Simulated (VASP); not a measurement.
# Sb (P6_3/mmc) in VASP: further runs

Sb is run at these levels: r2SCAN; tasks: single point.

All numbers are computed with VASP 6.6.1; they aren't measurements. Logs are shortened: lines on timing, memory, paths and dates and some standing lists are left out, and cuts for length are marked.

## (1) The cell of the first run

It takes space group P6_3/mmc (No. 194, hexagonal). Conventional cell: a = 3.376 Å, b = 3.376 Å, c = 5.581 Å, α = 90.00°, β = 90.00°, γ = 120.00°. Sb (site symmetry -6m2) has 12 Sb at 3.38 to 3.40 Å within 4.4 Å.

This isn't the form of Sb at room conditions, which is rhombohedral.

## (2) Single point, r2SCAN

File POSCAR:

```
Sb
1.0
    3.3755938137      0.0000000000      0.0000000000
   -1.6877969069      2.9233499955      0.0000000000
    0.0000000000      0.0000000000      5.5810381543
Sb
2
Direct
    0.3333333333      0.6666666667      0.2500000000
    0.6666666667      0.3333333333      0.7500000000
```

File INCAR.step1:

```
  PREC = Accurate
  ENCUT = 520
  ISMEAR = 0
  SIGMA = 0.1
  LREAL = F
  LASPH = T
  NELM = 100
  NBANDS = 12
  GGA = PE
  ALGO = Normal
  EDIFF = 1E-4
  LWAVE = T
  LCHARG = F
```

File INCAR.step2:

```
  PREC = Accurate
  ENCUT = 520
  EDIFF = 1E-6
  ISMEAR = 0
  SIGMA = 0.1
  LREAL = F
  LASPH = T
  NELM = 100
  ALGO = Normal
  ISIF = 2
  LWAVE = F
  LCHARG = T
  METAGGA = R2SCAN
  LMIXTAU = T
  LELF = T
  LVHAR = T
  NBANDS = 12
  ISTART = 1
```

File KPOINTS:

```
Automatic mesh
0
Gamma
  12 12 8
```

Potentials or basis: VASP PAW PBE potentials, release 64 (Sb).

Command:

```sh
$ cat potpaw_PBE.64/Sb/POTCAR > POTCAR
$ cp INCAR.step1 INCAR
$ mpirun -np 1 vasp_std > vasp.out
$ cp INCAR.step2 INCAR
$ mpirun -np 1 vasp_std > vasp.out
```

OUTCAR:

```text
PREC = Accurate
   ENCUT = 520
   EDIFF = 1E-6
   ISMEAR = 0
   LREAL = F
   LASPH = T
   NELM = 100
   ISIF = 2
   METAGGA = R2SCAN
   ISTART = 1

 ion  position               nearest neighbor table
   1  0.333  0.667  0.250-   2 3.40   2 3.40   2 3.40   2 3.40   2 3.40   2 3.40
   2  0.667  0.333  0.750-   1 3.40   1 3.40   1 3.40   1 3.40   1 3.40   1 3.40

  LATTYP: Found a hexagonal cell.
 ALAT       =     3.3755938137
 C/A-ratio  =     1.6533500363

  Lattice vectors:

 A1 = (   3.3755938137,   0.0000000000,   0.0000000000)
 A2 = (  -1.6877969069,   2.9233499955,   0.0000000000)
 A3 = (   0.0000000000,   0.0000000000,   5.5810381543)

Analysis of symmetry for initial positions (statically):
=====================================================================
 Subroutine PRICEL returns:
 Original cell was already a primitive cell.

 Routine SETGRP: Setting up the symmetry group for a
 hexagonal supercell.

 Subroutine GETGRP returns: Found 24 space group operations
 (whereof 12 operations were pure point group operations)
 out of a pool of 24 trial point group operations.

The static configuration has the point symmetry D_3d.
 The point group associated with its full space group is D_6h.

Analysis of symmetry for dynamics (positions and initial velocities):
=====================================================================
 Subroutine PRICEL returns:
 Original cell was already a primitive cell.

 Routine SETGRP: Setting up the symmetry group for a
 hexagonal supercell.

 Subroutine GETGRP returns: Found 24 space group operations
 (whereof 12 operations were pure point group operations)
 out of a pool of 24 trial point group operations.

The dynamic configuration has the point symmetry D_3d.
 The point group associated with its full space group is D_6h.

 Subroutine INISYM returns: Found 24 space group operations
 (whereof 12 operations are pure point group operations),
 and found     1 'primitive' translations

----------------------------------------------------------------------------------------

                                     Primitive cell

  volume of cell :      55.0739

  direct lattice vectors                    reciprocal lattice vectors
     3.375593814  0.000000000  0.000000000     0.296244174  0.171036653  0.000000000
    -1.687796907  2.923349996  0.000000000     0.000000000  0.342073307  0.000000000
     0.000000000  0.000000000  5.581038154     0.000000000  0.000000000  0.179178134

  length of vectors
     3.375593814  3.375593814  5.581038154     0.342073307  0.342073307  0.179178134

  position of ions in fractional coordinates (direct lattice)
     0.333333333  0.666666667  0.250000000
     0.666666667  0.333333333  0.750000000

  ion indices of the primitive-cell ions
   primitive index   ion index
                 1           1
                 2           2

----------------------------------------------------------------------------------------

 KPOINTS: Automatic mesh

Automatic generation of k-mesh.
 Grid dimensions read from file:
 generate k-points for:   12   12    8

 Generating k-lattice:

  Cartesian coordinates                     Fractional coordinates (reciprocal lattice)
     0.024687014  0.014253054  0.000000000     0.083333333  0.000000000  0.000000000
     0.000000000  0.028506109  0.000000000     0.000000000  0.083333333  0.000000000
     0.000000000  0.000000000  0.022397267     0.000000000  0.000000000  0.125000000

  Length of vectors
     0.028506109  0.028506109  0.022397267

  Shift w.r.t. Gamma in fractional coordinates (k-lattice)
     0.000000000  0.000000000  0.000000000

 Subroutine IBZKPT returns following result:
 ===========================================

 Found     95 irreducible k-points:

 Following reciprocal coordinates:
            Coordinates               Weight
  0.000000  0.000000  0.000000      1.000000
  0.083333 -0.000000  0.000000      6.000000
  0.166667 -0.000000  0.000000      6.000000
  0.250000 -0.000000  0.000000      6.000000
  0.333333  0.000000  0.000000      6.000000
  0.416667  0.000000  0.000000      6.000000
[... 16 lines left out ...]
  0.250000 -0.000000  0.125000     12.000000
  0.333333  0.000000  0.125000     12.000000
 [... further k-points ...]
   k-points           NKPTS =     95   k-points in BZ     NKDIM =     95   number of bands    NBANDS=     12
   number of dos      NEDOS =    301   number of ions     NIONS =      2
   total plane-waves  NPLWV =  32928
   dimension x,y,z NGX =    28 NGY =   28 NGZ =   42
   dimension x,y,z NGXF=    56 NGYF=   56 NGZF=   84
   ions per type =               2
   NGX,Y,Z   is equivalent  to a cutoff of  13.79, 13.79, 12.51 a.u.
   NGXF,Y,Z  is equivalent  to a cutoff of  27.58, 27.58, 25.02 a.u.
 SYSTEM =  unknown system
   PREC   = accura    normal or accurate (medium, high low for compatibility)
   ISTART =      1    job   : 0-new  1-cont  2-samecut
   ICHARG =      0    charge: 1-file 2-atom 10-const
   ISPIN  =      1    spin polarized calculation?
   LNONCOLLINEAR =      F non collinear calculations
   LSORBIT =      F    spin-orbit coupling
   LASPH  =      T    aspherical Exc in radial PAW
   ENCUT  =  520.0 eV  38.22 Ry    6.18 a.u.   6.28  6.28 10.38*2*pi/ulx,y,z
   NELM   =    100;   NELMIN=  2; NELMDL=  0     # of ELM steps
   EDIFF  = 0.1E-05   stopping-criterion for ELM
   LREAL  =      F    real-space projection
   EDIFFG = 0.1E-04   stopping-criterion for IOM
   NSW    =      0    number of steps for IOM
   IBRION =     -1    ionic relax: 0-MD 1-quasi-New 2-CG
   NFREE  =      0    steps in history (QN), initial steepest desc. (CG)
   ISIF   =      2    stress and relaxation
   ISYM   =      2    0-nonsym 1-usesym 2-fastsym
   POTIM  = 0.5000    time-step for ionic-motion
   TEBEG  =    0.0;   TEEND  =   0.0 temperature during run
   PSTRESS=    0.0 pullay stress
   NELECT =      10.0000    total number of electrons
   NUPDOWN=      -1.0000    fix difference up-down
   EMIN   =  10.00;   EMAX   =-10.00  energy-range for DOS
   EFERMI =   0.00;   METHOD = LEGACY
   ISMEAR =     0;   SIGMA  =   0.10  broadening in eV -4-tet -1-fermi 0-gaus
   EFERMI_NEDOS =   21; number of points for ismear=-14 and -15
   IALGO  =     38    algorithm
   IMIX   =      4    mixing-type and parameters
     AMIX     =   0.40;   BMIX     =  1.00
     AMIX_MAG =   1.60;   BMIX_MAG =  1.00
  volume/ion in A,a.u.               =      27.54       185.83
  Fermi-wavevector in a.u.,A,eV,Ry     =   0.927028  1.751829 11.692586  0.859381
  Thomas-Fermi vector in A             =   2.053054
   LORBIT       =      0    0 simple, 1 ext, 2 COOP (PROOUT), +10 PAW based schemes
   METAGGA = R2SCAN    functional components
   LHFCALC =     F    Hartree Fock is set to
   AEXX    =    0.0000 exact exchange contribution
   IVDW    =     0    specifies the selected vdW correction
   LEPSILON=     F    determine dielectric tensor
   LRPA    =     F    only Hartree local field effects (RPA)
 non-spin polarized calculation
 Gauss-broadening in eV      SIGMA  =   0.10
  energy-cutoff  :      520.00
  volume of cell :       55.07
 maximum number of plane-waves:      1509
 NGX is ok and might be reduce to    28
   NGX = 13   NGY = 13   NGZ = 21

 number of electron      10.0000001 magnetization

 Free energy of the ion-electron system (eV)
  ---------------------------------------------------
  ext. energy  EPLUGINS =         0.00000000
  ---------------------------------------------------
  free energy    TOTEN  =       -50.57307547 eV

  energy without entropy =      -50.56801927  energy(sigma->0) =      -50.57054737

 E-fermi :   8.2209     XC(G=0): -10.7174

 val. band max:        8.2022602702   @ k =   0.3333   0.2500   0.0000
 cond. band min:       8.2238657001   @ k =   0.1667   0.0833   0.3750
 fundamental gap:      0.0216054299
 Fermi energy:         8.2209357878

 k-point     1 :       0.0000    0.0000    0.0000
  band No.  band energies     occupation
      1      -5.2206      2.00000
      2      -1.4525      2.00000
      3       2.1595      2.00000
      4      11.9592      0.00000
      5      11.9592      0.00000
      6      13.5179      0.00000
      7      13.6074      0.00000
      8      13.6074      0.00000
      9      16.5189      0.00000
     10      17.6025      0.00000
     11      18.5838      0.00000
     12      18.5838      0.00000

 k-point     2 :       0.0833   -0.0000    0.0000
  band No.  band energies     occupation
      1      -5.0924      2.00000
      2      -1.3383      2.00000
      3       2.2920      2.00000
      4      10.7287      0.00000
      5      11.4899      0.00000
      6      12.9295      0.00000
      7      13.4109      0.00000
      8      13.6731      0.00000
      9      16.7252      0.00000
     10      17.5654      0.00000
     11      18.6796      0.00000
     12      18.6805      0.00000

 k-point     3 :       0.1667   -0.0000    0.0000
  band No.  band energies     occupation
      1      -4.7095      2.00000
      2      -1.0031      2.00000
      3       2.6858      2.00000
      4       8.5281      0.00001
      5      10.6277      0.00000
      6      11.3247      0.00000
      7      12.9362      0.00000
      8      13.4246      0.00000
      9      15.4023      0.00000
     10      17.6455      0.00000
     11      18.4248      0.00000
     12      18.8971      0.00000
[... 286 lines left out ...]
 k-point    23 :       0.2500   -0.0000    0.1250
  band No.  band energies     occupation
      1      -4.0007      2.00000
      2      -0.8022      2.00000
      3       3.7709      2.00000
      4       6.4365      2.00000
      5       9.0888      0.00000
      6       9.8859      0.00000
      7      11.8501      0.00000
      8      12.6820      0.00000
      9      14.4315      0.00000
     10      16.3198      0.00000
     11      17.3894      0.00000
     12      18.9191      0.00000

 k-point    24 :       0.3333    0.0000    0.1250
  band No.  band energies     occupation
      1      -3.1424      2.00000
      2      -0.1589      2.00000
      3       4.0649      2.00000
      4       5.0807      2.00000
      5       7.1443      2.00000
      6       9.2500      0.00000
      7      10.6574      0.00000
      8      12.1433      0.00000
      9      13.6997      0.00000
     10      15.8692      0.00000
     11      17.2595      0.00000
     12      18.4632      0.00000

 [... further k-points ...]

------------------------ aborting loop because EDIFF is reached ----------------------------------------

  FORCE on cell =-STRESS in cart. coord.  units (eV):
  Direction    XX          YY          ZZ          XY          YZ          ZX
  --------------------------------------------------------------------------------------
  -------------------------------------------------------------------------------------
  Total       -0.3867652     -0.3867652     -0.3772895      0.0000000      0.0000000      0.0000000
  in kB      -11.2515416    -11.2515416    -10.9758791      0.0000000      0.0000000      0.0000000
  external PRESSURE =     -11.1596541 kB  Pullay stress =       0.0000000 kB

 VOLUME and BASIS-vectors are now :
 -----------------------------------------------------------------------------
  energy-cutoff  :      520.00
  volume of cell :       55.07
      direct lattice vectors                 reciprocal lattice vectors
     3.375593814  0.000000000  0.000000000     0.296244174  0.171036653  0.000000000
    -1.687796907  2.923349996  0.000000000     0.000000000  0.342073307  0.000000000
     0.000000000  0.000000000  5.581038154     0.000000000  0.000000000  0.179178134

 POSITION                                       TOTAL-FORCE (eV/Angst)
 -----------------------------------------------------------------------------------
     -0.00000      1.94890      1.39526         0.000000     -0.000000      0.000000
      1.68780      0.97445      4.18578        -0.000000      0.000000      0.000000
 -----------------------------------------------------------------------------------
    total drift:                               -0.000000      0.000000      0.000000

  FREE ENERGIE OF THE ION-ELECTRON SYSTEM (eV)
  ---------------------------------------------------
  free  energy   TOTEN  =       -50.5730754662 eV

  energy  without entropy=      -50.5680192719  energy(sigma->0) =      -50.57054737
```

Wall time 4.2 min (1 thread of Intel Xeon 8259CL, shared host); peak memory 0.22 GiB.

Results:

| Item | Value |
| --- | --- |
| Free energy | -50.5731 eV |
| Pressure | -1.1 GPa |
| Band gap on the k mesh | zero (bands 5 and 6 overlap by 7.93 eV) |

Levels at points of the mesh, in eV from the Fermi level:
```
           k point  band 1  band 2  band 3  band 4  band 5  band 6  band 7  band 8  band 9  band 10
(0.00, 0.00, 0.00)  -13.44   -9.67   -6.06    3.74    3.74    5.30    5.39    5.39    8.30     9.38
(0.50, 0.00, 0.00)   -9.71   -8.36   -4.58   -3.37   -2.41   -0.10    0.41    3.65    4.82     7.99
(0.00, 0.00, 0.50)  -12.20  -12.20   -1.02   -1.02    4.55    4.55    4.55    4.55    9.23     9.23
(0.50, 0.00, 0.50)   -8.82   -8.82   -5.56   -5.56    1.65    1.65    1.67    1.67    6.25     6.25
```

Caveat: the PAW data sets were made with another functional, which shifts forces and pressure a little; spin-orbit coupling is left out, which moves the levels of the heavy elements.

## (3) Single point, r2SCAN

This run uses another cell than the first one, of 18.96 Å³/atom.

File POSCAR:

```
Sb
1.0
    2.9938748872      0.0000000000      0.0000000000
   -1.4969374436      2.5927717081      0.0000000000
    0.0000000000      0.0000000000      4.8856463369
Sb
2
Direct
    0.3333333333      0.6666666667      0.2500000000
    0.6666666667      0.3333333333      0.7500000000
```

File INCAR.step1:

```
PREC = Accurate
ENCUT = 520
ISMEAR = 0
SIGMA = 0.1
LREAL = F
LASPH = T
NELM = 80
NBANDS = 12
GGA = PE
ALGO = Normal
EDIFF = 1E-4
LWAVE = T
LCHARG = F
```

File INCAR.step2:

```
PREC = Accurate
ENCUT = 520
EDIFF = 1E-6
ISMEAR = 0
SIGMA = 0.1
LREAL = F
LASPH = T
NELM = 80
ALGO = Normal
ISIF = 2
LWAVE = F
LCHARG = T
METAGGA = R2SCAN
LMIXTAU = T
LELF = T
LVHAR = T
NBANDS = 12
ISTART = 1
```

File KPOINTS:

```
Automatic mesh
0
Gamma
  18 18 8
```

Potentials or basis: VASP PAW PBE potentials, release 64 (Sb).

Command:

```sh
$ cat potpaw_PBE.64/Sb/POTCAR > POTCAR
$ cp INCAR.step1 INCAR
$ mpirun -np 1 vasp_std > vasp.out
$ cp INCAR.step2 INCAR
$ mpirun -np 1 vasp_std > vasp.out
```

OUTCAR:

```text
PREC = Accurate
   ENCUT = 520
   EDIFF = 1E-6
   ISMEAR = 0
   LREAL = F
   LASPH = T
   NELM = 80
   ISIF = 2
   METAGGA = R2SCAN
   ISTART = 1

 ion  position               nearest neighbor table
   1  0.333  0.667  0.250-   2 2.99   2 2.99   2 2.99   2 2.99   2 2.99   2 2.99
   2  0.667  0.333  0.750-   1 2.99   1 2.99   1 2.99   1 2.99   1 2.99   1 2.99

  LATTYP: Found a hexagonal cell.
 ALAT       =     2.9938748872
 C/A-ratio  =     1.6318805965

  Lattice vectors:

 A1 = (   2.9938748872,   0.0000000000,   0.0000000000)
 A2 = (  -1.4969374436,   2.5927717081,   0.0000000000)
 A3 = (   0.0000000000,   0.0000000000,   4.8856463369)

Analysis of symmetry for initial positions (statically):
=====================================================================
 Subroutine PRICEL returns:
 Original cell was already a primitive cell.

 Routine SETGRP: Setting up the symmetry group for a
 hexagonal supercell.

 Subroutine GETGRP returns: Found 24 space group operations
 (whereof 12 operations were pure point group operations)
 out of a pool of 24 trial point group operations.

[... 177 lines left out ...]
      4      19.6368      0.00000
      5      19.6368      0.00000
      6      22.0346      0.00000
      7      22.0346      0.00000
      8      22.8795      0.00000
      9      23.5892      0.00000
     10      23.7292      0.00000
     11      26.5415      0.00000
     12      26.5734      0.00000
[... 331 lines left out ...]
 k-point    24 :       0.3889    0.1111    0.0000
  band No.  band energies     occupation
      1       1.9854      2.00000
      2       5.0164      2.00000
      3       8.4515      2.00000
      4       9.9627      2.00000
      5      11.0071      2.00000
      6      12.4474      2.00000
      7      13.7626      1.99891
      8      17.9211      0.00000
      9      20.5403      0.00000
     10      21.2414      0.00000
     11      26.9583      0.00000
     12      27.1706      0.00000

 [... further k-points ...]

------------------------ aborting loop because EDIFF is reached ----------------------------------------

  FORCE on cell =-STRESS in cart. coord.  units (eV):
  Direction    XX          YY          ZZ          XY          YZ          ZX
  --------------------------------------------------------------------------------------
  -------------------------------------------------------------------------------------
  Total       11.9615685     11.9615685     11.9598496      0.0000000      0.0000000      0.0000000
  in kB      505.3342796    505.3342796    505.2616646      0.0000000      0.0000000      0.0000000
  external PRESSURE =     505.3100746 kB  Pullay stress =       0.0000000 kB

 VOLUME and BASIS-vectors are now :
 -----------------------------------------------------------------------------
  energy-cutoff  :      520.00
  volume of cell :       37.92
      direct lattice vectors                 reciprocal lattice vectors
     2.993874887  0.000000000  0.000000000     0.334015294  0.192843820  0.000000000
    -1.496937444  2.592771708  0.000000000     0.000000000  0.385687640  0.000000000
     0.000000000  0.000000000  4.885646337     0.000000000  0.000000000  0.204681209

 POSITION                                       TOTAL-FORCE (eV/Angst)
 -----------------------------------------------------------------------------------
     -0.00000      1.72851      1.22141        -0.000000     -0.000000      0.000000
      1.49694      0.86426      3.66423         0.000000      0.000000      0.000000
 -----------------------------------------------------------------------------------
    total drift:                               -0.000000      0.000000      0.000000

  FREE ENERGIE OF THE ION-ELECTRON SYSTEM (eV)
  ---------------------------------------------------
  free  energy   TOTEN  =       -48.7362224667 eV

  energy  without entropy=      -48.7325716565  energy(sigma->0) =      -48.73439706
```

OUTCAR.step1:

```text
PREC = Accurate
   ENCUT = 520
   ISMEAR = 0
   LREAL = F
   LASPH = T
[... 584 lines left out ...]
 -----------------------------------------------------------------------------------
     -0.00000      1.72851      1.22141         0.000000     -0.000000      0.000000
      1.49694      0.86426      3.66423         0.000000      0.000000      0.000000
 -----------------------------------------------------------------------------------
    total drift:                               -0.000000      0.000000      0.000000

  FREE ENERGIE OF THE ION-ELECTRON SYSTEM (eV)
  ---------------------------------------------------
  free  energy   TOTEN  =        -5.8302773495 eV

  energy  without entropy=       -5.8262146578  energy(sigma->0) =       -5.82824600
```

Run time: 3.2 min. Hardware: 1 thread of Intel Xeon 8259CL, shared host; peak memory 0.21 GiB.

What came out:

| Property | Result |
| --- | --- |
| Free energy | -48.7362 eV |
| Pressure | 50.5 GPa |
| Band gap on the k mesh | zero (bands 5 and 6 overlap by 12.28 eV) |

Levels at points of the mesh, in eV from the Fermi level:
| k point | band 3 | band 4 | band 5 | band 6 | band 7 | band 8 |
| --- | --- | --- | --- | --- | --- | --- |
| (0.00, 0.00, 0.00) | -9.00 | 5.64 | 5.64 | 8.04 | 8.04 | 8.89 |
| (0.50, 0.00, 0.00) | -4.65 | -4.34 | -3.78 | -0.94 | 0.29 | 4.80 |
| (0.00, 0.00, 0.50) | -0.84 | -0.84 | 7.02 | 7.02 | 7.02 | 7.02 |
| (0.50, 0.00, 0.50) | -8.18 | -8.18 | 2.24 | 2.24 | 3.09 | 3.09 |

Caveat: the cell stands under pressure; the PAW data sets were made with another functional, which shifts forces and pressure a little; spin-orbit coupling is left out, which moves the levels of the heavy elements.

(Part 1 of 2 ends here.)
